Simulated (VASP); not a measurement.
Crystal: Al.

```xyz
1
Lattice="0.0000 1.9835 1.9835 1.9835 0.0000 1.9835 1.9835 1.9835 0.0000" Properties=species:S:1:pos:R:3 pbc="T T T"
Al    0.0000    0.0000    0.0000
```

Base run:

* Program: VASP 6.6.1
* Functional: SVWN5
* Potentials or basis: VASP PAW PBE potentials, release 64 (Al)
* Cutoff: 520 eV
* k mesh: 11 × 11 × 11
* Occupations: fermi-dirac, width 0.05 eV
* Spin: no spin polarisation

Its results: pressure 1.6 GPa.

Problem. The run is repeated on the same cell with these changes: functional from SVWN5 to BLYP. What comes out?

Solution. Pressure 8.5 GPa.

BLYP binds less tightly than SVWN5, so the same cell stands under more pressure.

Caveats: the PAW data sets were made with another functional, which shifts forces and pressure a little.
